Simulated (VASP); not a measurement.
Wanted: the native input for a VASP 6.6.1 run.

* Task: single point
* Functional: PBEsol
* Potentials or basis: VASP PAW PBE potentials, release 64 (Si, O, Cl)
* Cutoff: 520 eV
* k mesh: 2 × 2 × 1
* Occupations: fermi-dirac, width 0.05 eV
* Spin: no spin polarisation
* Dipole correction: no
* Further INCAR settings: LREAL = Auto; ALGO = Normal; EDIFF = 1e-06; NBANDS = 92

The structure of Si9Cl2O16 lies in POSCAR:

```
Si9Cl2O16
1.0
    5.8463590000      0.0000000000      0.0000000000
    0.0000000000      5.3080000000      0.0000000000
    0.0000000000      0.0000000000     15.7098270000
Si O Cl
9 16 2
Direct
    0.0000000000      0.0000000000      0.0636544247
    0.4999999145      0.2500000000      0.0636544247
    0.4953648929     -0.0147262622      0.2569997747
    0.0018981044      0.2577288998      0.2543237427
    0.0000000000      0.5000000000      0.0636544247
    0.4999999145      0.7500000000      0.0636544247
    0.5120763196      0.4855506782      0.2865871788
   -0.0065765718      0.7436405426      0.2598772093
    0.7145596088      1.1316326300      0.3990731407
    0.0077549121     -0.0041844386      0.1797846660
    0.1943999676      0.2500000000      0.0636544247
    0.4931910613     -0.0035472871      0.1351806739
    0.8056000324      0.2500000000      0.0636544247
    0.5178847211     -0.0432486812      0.3642023556
    0.6901072958      0.2458694424      0.2435997545
   -0.0398441149      0.0208971364      0.3329122593
    0.3077686471      0.2456556142      0.2594800057
    0.0062043744      0.4978035041      0.1735923636
    0.1943999676      0.7500000000      0.0636544247
    0.4968299073      0.4995595328      0.1245533767
    0.8056000324      0.7500000000      0.0636544247
    0.5957952633      0.4174427280      0.3862999255
    0.6908780320      0.7300676338      0.2477067380
   -0.0035615329      0.4959365109      0.3238749224
    0.3037179208      0.7331117182      0.2598941414
    1.1266273590      0.6379660889      0.5300812033
    0.7832216598      1.0244875659      0.5197248830
```

One way to write it, as run:

INCAR

```
SYSTEM = Si9Cl2O16
PREC = Accurate ; ENCUT = 520
EDIFF = 1E-6 ; ISMEAR = -1
SIGMA = 0.05 ; LREAL = Auto
LASPH = .TRUE. ; NELM = 80
ALGO = Normal ; ISIF = 2
LWAVE = .FALSE. ; LCHARG = .FALSE.
GGA = PS ; NBANDS = 92
```

KPOINTS

```
regular mesh
0
G
  2 2 1
  0 0 0
```

Potentials or basis: VASP PAW PBE potentials, release 64 (Si, O, Cl).

Command:

```sh
$ cat potpaw_PBE.64/Si/POTCAR potpaw_PBE.64/O/POTCAR potpaw_PBE.64/Cl/POTCAR > POTCAR
$ mpirun -np 1 vasp_std > vasp.out
```

Results of the run:

The largest force is 5.533 eV/Å. The band gap on the k mesh is zero (bands 73 and 74 overlap by 0.04 eV).

Caveat: the k points lie up to 0.59 Å⁻¹ apart; the PAW data sets were made with another functional, which shifts forces and pressure a little.

It took 6.7 min on 1 thread of Intel(R) Xeon(R) Platinum 8488C (Sapphire Rapids) (shared host), peak memory 0.53 GiB.
